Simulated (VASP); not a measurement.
# Mo3PbAu (Pm-3m) in VASP: notebook

Runs on Mo3PbAu. Level: PBE. Tasks: single point, relaxation of cell and atoms.

Everything below comes from runs of VASP 6.6.1. Logs are shortened: lines on timing, memory, paths and dates and some standing lists are left out, and cuts for length are marked.

## Step 1: The cell of the first run

Symmetry: Pm-3m, No. 221, cubic system. Conventional cell: a = 4.897 Å, b = 4.897 Å, c = 4.897 Å, α = 90.00°, β = 90.00°, γ = 90.00°. Mo (site symmetry 4/mmm) has 2 Au at 2.45 Å within 3.2 Å. Pb (site symmetry m-3m) has 12 Mo at 3.46 Å and 8 Au at 4.24 Å within 4.6 Å. Au (site symmetry m-3m) has 6 Mo at 2.45 Å within 3.2 Å.

## Step 2: Single point, PBE

The input, INCAR:

```
  ALGO = Fast
  EDIFF = 1E-6
  ENCUT = 520
  GGA = PE
  ISIF = 2
  ISMEAR = 0
  LASPH = True
  LCHARG = True
  LELF = True
  LREAL = False
  LVHAR = True
  LWAVE = False
  NBANDS = 42
  NELM = 60
  PREC = Accurate
  SIGMA = 0.1
```

The input, KPOINTS:

```
k-points
0
Gamma
  8 8 8
```

The input, POSCAR:

```
Mo3PbAu
1.0
    4.8973865786      0.0000000000      0.0000000000
    0.0000000000      4.8973865786      0.0000000000
    0.0000000000      0.0000000000      4.8973865786
Mo Pb Au
3 1 1
Direct
    0.0000000000      0.5000000000      0.5000000000
    0.5000000000      0.0000000000      0.5000000000
    0.5000000000      0.5000000000      0.0000000000
    0.0000000000      0.0000000000      0.0000000000
    0.5000000000      0.5000000000      0.5000000000
```

Potentials or basis: VASP PAW PBE potentials, release 64 (Mo_sv, Pb_d, Au).

Started as:

```
cat potpaw_PBE.64/Mo_sv/POTCAR potpaw_PBE.64/Pb_d/POTCAR potpaw_PBE.64/Au/POTCAR > POTCAR
mpirun -np 1 vasp_std > vasp.out
```

OUTCAR:

```text
EDIFF = 1E-6
   ENCUT = 520
   GGA = PE
   ISIF = 2
   ISMEAR = 0
   LASPH = True
   LREAL = False
   NELM = 60
   PREC = Accurate

 ion  position               nearest neighbor table
   1  0.000  0.500  0.500-   5 2.45   5 2.45   4 3.46   2 3.46   3 3.46   4 3.46   2 3.46   4 3.46
                             4 3.46   2 3.46   3 3.46   3 3.46   3 3.46   2 3.46
   2  0.500  0.000  0.500-   5 2.45   5 2.45   4 3.46   1 3.46   3 3.46   4 3.46   1 3.46   3 3.46
                             3 3.46   3 3.46   1 3.46   4 3.46   4 3.46   1 3.46
   3  0.500  0.500  0.000-   5 2.45   5 2.45   4 3.46   1 3.46   1 3.46   2 3.46   2 3.46   2 3.46
                             4 3.46   2 3.46   1 3.46   4 3.46   1 3.46   4 3.46
   4  0.000  0.000  0.000-   1 3.46   2 3.46   3 3.46   1 3.46   2 3.46   1 3.46   3 3.46   1 3.46
                             2 3.46   3 3.46   2 3.46   3 3.46
   5  0.500  0.500  0.500-   1 2.45   2 2.45   3 2.45   3 2.45   2 2.45   1 2.45

  LATTYP: Found a simple cubic cell.
 ALAT       =     4.8973865786

  Lattice vectors:

 A1 = (   4.8973865786,   0.0000000000,   0.0000000000)
 A2 = (   0.0000000000,   4.8973865786,   0.0000000000)
 A3 = (   0.0000000000,   0.0000000000,   4.8973865786)

Analysis of symmetry for initial positions (statically):
=====================================================================
 Subroutine PRICEL returns:
 Original cell was already a primitive cell.

 Routine SETGRP: Setting up the symmetry group for a
 simple cubic supercell.

 Subroutine GETGRP returns: Found 48 space group operations
 (whereof 48 operations were pure point group operations)
 out of a pool of 48 trial point group operations.

The static configuration has the point symmetry O_h .

Analysis of symmetry for dynamics (positions and initial velocities):
=====================================================================
 Subroutine PRICEL returns:
 Original cell was already a primitive cell.

 Routine SETGRP: Setting up the symmetry group for a
 simple cubic supercell.

 Subroutine GETGRP returns: Found 48 space group operations
 (whereof 48 operations were pure point group operations)
 out of a pool of 48 trial point group operations.

The dynamic configuration has the point symmetry O_h .

 Subroutine INISYM returns: Found 48 space group operations
 (whereof 48 operations are pure point group operations),
 and found     1 'primitive' translations

----------------------------------------------------------------------------------------

                                     Primitive cell

  volume of cell :     117.4609

  direct lattice vectors                    reciprocal lattice vectors
     4.897386579  0.000000000  0.000000000     0.204190538  0.000000000  0.000000000
     0.000000000  4.897386579  0.000000000     0.000000000  0.204190538  0.000000000
     0.000000000  0.000000000  4.897386579     0.000000000  0.000000000  0.204190538

  length of vectors
     4.897386579  4.897386579  4.897386579     0.204190538  0.204190538  0.204190538

  position of ions in fractional coordinates (direct lattice)
     0.000000000  0.500000000  0.500000000
     0.500000000  0.000000000  0.500000000
     0.500000000  0.500000000  0.000000000
     0.000000000  0.000000000  0.000000000
     0.500000000  0.500000000  0.500000000

  ion indices of the primitive-cell ions
   primitive index   ion index
                 1           1
                 2           2
                 3           3
                 4           4
                 5           5

----------------------------------------------------------------------------------------

 KPOINTS: k-points

Automatic generation of k-mesh.
 Grid dimensions read from file:
 generate k-points for:    8    8    8

 Generating k-lattice:

  Cartesian coordinates                     Fractional coordinates (reciprocal lattice)
     0.025523817  0.000000000  0.000000000     0.125000000  0.000000000  0.000000000
     0.000000000  0.025523817  0.000000000     0.000000000  0.125000000  0.000000000
     0.000000000  0.000000000  0.025523817     0.000000000  0.000000000  0.125000000

  Length of vectors
     0.025523817  0.025523817  0.025523817

  Shift w.r.t. Gamma in fractional coordinates (k-lattice)
     0.000000000  0.000000000  0.000000000

 Subroutine IBZKPT returns following result:
 ===========================================

 Found     35 irreducible k-points:

 Following reciprocal coordinates:
            Coordinates               Weight
  0.000000  0.000000  0.000000      1.000000
  0.125000  0.000000  0.000000      6.000000
  0.250000  0.000000  0.000000      6.000000
  0.375000  0.000000  0.000000      6.000000
  0.500000  0.000000  0.000000      3.000000
  0.125000  0.125000  0.000000     12.000000
[... 16 lines left out ...]
  0.375000  0.375000  0.125000     24.000000
  0.500000  0.375000  0.125000     24.000000
 [... further k-points ...]
   k-points           NKPTS =     35   k-points in BZ     NKDIM =     35   number of bands    NBANDS=     42
   number of dos      NEDOS =    301   number of ions     NIONS =      5
   total plane-waves  NPLWV =  46656
   dimension x,y,z NGX =    36 NGY =   36 NGZ =   36
   dimension x,y,z NGXF=    72 NGYF=   72 NGZF=   72
   ions per type =               3   1   1
   NGX,Y,Z   is equivalent  to a cutoff of  12.22, 12.22, 12.22 a.u.
   NGXF,Y,Z  is equivalent  to a cutoff of  24.44, 24.44, 24.44 a.u.
 SYSTEM =  unknown system
   PREC   = accura    normal or accurate (medium, high low for compatibility)
   ISTART =      0    job   : 0-new  1-cont  2-samecut
   ICHARG =      2    charge: 1-file 2-atom 10-const
   ISPIN  =      1    spin polarized calculation?
   LNONCOLLINEAR =      F non collinear calculations
   LSORBIT =      F    spin-orbit coupling
   LASPH  =      T    aspherical Exc in radial PAW
   ENCUT  =  520.0 eV  38.22 Ry    6.18 a.u.   9.11  9.11  9.11*2*pi/ulx,y,z
   NELM   =     60;   NELMIN=  2; NELMDL= -5     # of ELM steps
   EDIFF  = 0.1E-05   stopping-criterion for ELM
   LREAL  =      F    real-space projection
   EDIFFG = 0.1E-04   stopping-criterion for IOM
   NSW    =      0    number of steps for IOM
   IBRION =     -1    ionic relax: 0-MD 1-quasi-New 2-CG
   NFREE  =      0    steps in history (QN), initial steepest desc. (CG)
   ISIF   =      2    stress and relaxation
   ISYM   =      2    0-nonsym 1-usesym 2-fastsym
   POTIM  = 0.5000    time-step for ionic-motion
   TEBEG  =    0.0;   TEEND  =   0.0 temperature during run
   PSTRESS=    0.0 pullay stress
   NELECT =      67.0000    total number of electrons
   NUPDOWN=      -1.0000    fix difference up-down
   EMIN   =  10.00;   EMAX   =-10.00  energy-range for DOS
   EFERMI =   0.00;   METHOD = LEGACY
   ISMEAR =     0;   SIGMA  =   0.10  broadening in eV -4-tet -1-fermi 0-gaus
   EFERMI_NEDOS =   21; number of points for ismear=-14 and -15
   IALGO  =     68    algorithm
   IMIX   =      4    mixing-type and parameters
     AMIX     =   0.40;   BMIX     =  1.00
     AMIX_MAG =   1.60;   BMIX_MAG =  1.00
  volume/ion in A,a.u.               =      23.49       158.53
  Fermi-wavevector in a.u.,A,eV,Ry     =   1.357694  2.565671 25.080085  1.843334
  Thomas-Fermi vector in A             =   2.484591
   LORBIT       =      0    0 simple, 1 ext, 2 COOP (PROOUT), +10 PAW based schemes
   GGA     = PE    functional components
   LHFCALC =     F    Hartree Fock is set to
   AEXX    =    0.0000 exact exchange contribution
   IVDW    =     0    specifies the selected vdW correction
   LEPSILON=     F    determine dielectric tensor
   LRPA    =     F    only Hartree local field effects (RPA)
 non-spin polarized calculation
 RMM-DIIS sequential band-by-band and
 Gauss-broadening in eV      SIGMA  =   0.10
  energy-cutoff  :      520.00
  volume of cell :      117.46
 maximum number of plane-waves:      3184
   NGX = 19   NGY = 19   NGZ = 19

 number of electron      66.9999982 magnetization

 Free energy of the ion-electron system (eV)
  ---------------------------------------------------
  ext. energy  EPLUGINS =         0.00000000
  ---------------------------------------------------
  free energy    TOTEN  =       -29.46279752 eV

  energy without entropy =      -29.41610122  energy(sigma->0) =      -29.43944937

 E-fermi :   7.7084     XC(G=0): -11.0477

 val. band max:        7.6890460138   @ k =   0.5000   0.2500   0.0000
 cond. band min:       7.7145701638   @ k =   0.5000   0.5000   0.2500
 fundamental gap:      0.0255241499
 Fermi energy:         7.7084049107

 k-point     1 :       0.0000    0.0000    0.0000
  band No.  band energies     occupation
      1     -53.5949      2.00000
      2     -53.5794      2.00000
      3     -53.5794      2.00000
      4     -27.8323      2.00000
      5     -27.8323      2.00000
      6     -27.8323      2.00000
[... 34 lines left out ...]
     41       9.8184      0.00000
     42       9.8185      0.00000

 k-point     2 :       0.1250    0.0000    0.0000
  band No.  band energies     occupation
      1     -53.5943      2.00000
      2     -53.5796      2.00000
      3     -53.5794      2.00000
      4     -27.8384      2.00000
      5     -27.8314      2.00000
      6     -27.8314      2.00000
[... 34 lines left out ...]
     41       9.5091      0.00000
     42       9.7908      0.00000

 k-point     3 :       0.2500    0.0000    0.0000
  band No.  band energies     occupation
      1     -53.5926      2.00000
      2     -53.5801      2.00000
      3     -53.5794      2.00000
      4     -27.8537      2.00000
      5     -27.8292      2.00000
      6     -27.8292      2.00000
[... 897 lines left out ...]
      4     -27.9146      2.00000
      5     -27.8286      2.00000
      6     -27.8230      2.00000
[... 34 lines left out ...]
     41       9.1058      0.00000
     42       9.9511      0.00000

 k-point    24 :       0.5000    0.3750    0.1250
  band No.  band energies     occupation
      1     -53.5851      2.00000
      2     -53.5812      2.00000
      3     -53.5807      2.00000
      4     -27.9216      2.00000
      5     -27.8287      2.00000
      6     -27.8223      2.00000
[... 34 lines left out ...]
     41       9.1098      0.00000
     42       9.9944      0.00000

 [... further k-points ...]

------------------------ aborting loop because EDIFF is reached ----------------------------------------

  FORCE on cell =-STRESS in cart. coord.  units (eV):
  Direction    XX          YY          ZZ          XY          YZ          ZX
  --------------------------------------------------------------------------------------
  -------------------------------------------------------------------------------------
  Total       -0.0300713     -0.0300713     -0.0300713      0.0000000      0.0000000      0.0000000
  in kB       -0.4101757     -0.4101757     -0.4101757      0.0000000      0.0000000      0.0000000
  external PRESSURE =      -0.4101757 kB  Pullay stress =       0.0000000 kB

 VOLUME and BASIS-vectors are now :
 -----------------------------------------------------------------------------
  energy-cutoff  :      520.00
  volume of cell :      117.46
      direct lattice vectors                 reciprocal lattice vectors
     4.897386579  0.000000000  0.000000000     0.204190538  0.000000000  0.000000000
     0.000000000  4.897386579  0.000000000     0.000000000  0.204190538  0.000000000
     0.000000000  0.000000000  4.897386579     0.000000000  0.000000000  0.204190538

 POSITION                                       TOTAL-FORCE (eV/Angst)
 -----------------------------------------------------------------------------------
      0.00000      2.44869      2.44869         0.000000      0.000000      0.000000
      2.44869      0.00000      2.44869         0.000000      0.000000      0.000000
      2.44869      2.44869      0.00000         0.000000      0.000000      0.000000
      0.00000      0.00000      0.00000         0.000000      0.000000      0.000000
      2.44869      2.44869      2.44869         0.000000      0.000000      0.000000
 -----------------------------------------------------------------------------------
    total drift:                                0.000000      0.000000      0.000000

  FREE ENERGIE OF THE ION-ELECTRON SYSTEM (eV)
  ---------------------------------------------------
  free  energy   TOTEN  =       -29.4627975194 eV

  energy  without entropy=      -29.4161012241  energy(sigma->0) =      -29.43944937
```

Wall time 2.5 min (1 thread of Oxide Virtual Turin-like, shared host); peak memory 0.28 GiB.

Results:

```yaml
Free_energy: -29.4628 eV
Pressure: 0.0 GPa
Band_gap_on_the_k_mesh: zero (an odd number of electrons rules out a gap without spin polarisation)
```

Caveat: spin-orbit coupling is left out, which moves the levels of the heavy elements.

## Step 3: Relaxation of cell and atoms, PBE

This run uses another cell than the first one, of 23.31 Å³/atom.

The input, INCAR:

```
SYSTEM = Mo3PbAu
PREC = Accurate
ENCUT = 600
EDIFF = 1E-7
ISMEAR = 0
SIGMA = 0.1
LREAL = .FALSE.
LASPH = .TRUE.
NELM = 60
ALGO = Fast
ISIF = 3
LWAVE = .FALSE.
LCHARG = .FALSE.
GGA = PE
IBRION = 2
NSW = 100
EDIFFG = -0.01
```

The input, KPOINTS:

```
regular mesh
0
G
  8 8 8
  0 0 0
```

POSCAR: that of step 2 with these lines changed.

```diff
@@ -2,5 +2,5 @@
 1.0
-    4.8973865786      0.0000000000      0.0000000000
-    0.0000000000      4.8973865786      0.0000000000
-    0.0000000000      0.0000000000      4.8973865786
+    4.8845007996      0.0000000000      0.0000000000
+    0.0000000000      4.8845007996      0.0000000000
+    0.0000000000      0.0000000000      4.8845007996
 Mo Pb Au
```

Potentials or basis: VASP PAW PBE potentials, release 64 (Mo_sv, Pb_d, Au).

Started as:

```
cat potpaw_PBE.64/Mo_sv/POTCAR potpaw_PBE.64/Pb_d/POTCAR potpaw_PBE.64/Au/POTCAR > POTCAR
mpirun -np 1 vasp_std > vasp.out
```

It took 8.2 min on 1 thread of Oxide Virtual Turin-like, shared host; peak memory 0.35 GiB.

The run converged. Its results:

```
Free energy                           : -29.4612 eV
Relaxed volume                        : 23.48 Å³/atom
Relaxed cell                          : a = 4.897 Å, b = 4.897 Å, c = 4.897 Å, α = 90.00°, β = 90.00°, γ = 90.00°
Space group after relaxing (to 0.1 Å) : Pm-3m (No. 221)
Energy gained by relaxing             : 0.4 meV/atom
Ionic steps                           : 3
Pressure after relaxing               : 0.0 GPa
Band gap on the k mesh                : zero (an odd number of electrons rules out a gap without spin polarisation)
```

Step by step:
| step | energy change (eV) | largest force (eV/Å) | pressure (GPa) | volume (Å³) |
| --- | --- | --- | --- | --- |
| 1 | 0.0000 | 0.0000 | 0.83 | 116.54 |
| 2 | 0.0016 | 0.0000 | -1.05 | 118.58 |
| 3 | -0.0022 | 0.0000 | 0.00 | 117.41 |

Final structure:
```
CELL_PARAMETERS angstrom
4.89673 0.00000 0.00000
0.00000 4.89673 0.00000
0.00000 0.00000 4.89673
ATOMIC_POSITIONS crystal
Mo 0.00000 0.50000 0.50000
Mo 0.50000 0.00000 0.50000
Mo 0.50000 0.50000 0.00000
Pb 0.00000 0.00000 0.00000
Au 0.50000 0.50000 0.50000
```

Levels at points of the mesh, in eV from the Fermi level:
| k point | band 31 | band 32 | band 33 | band 34 | band 35 | band 36 |
| --- | --- | --- | --- | --- | --- | --- |
| (0.00, 0.00, 0.00) | -0.43 | -0.43 | -0.06 | 0.35 | 0.35 | 0.35 |
| (0.50, 0.00, 0.00) | -1.04 | -0.42 | -0.39 | 0.13 | 0.15 | 0.18 |
| (0.50, 0.50, 0.00) | -0.82 | -0.82 | -0.17 | -0.09 | 0.18 | 0.19 |
| (0.50, 0.50, 0.50) | -1.10 | -1.10 | -1.10 | -0.81 | -0.81 | -0.81 |

Caveat: spin-orbit coupling is left out, which moves the levels of the heavy elements.

The gap in the log of VASP goes by the Fermi energy; the results here count the filled bands.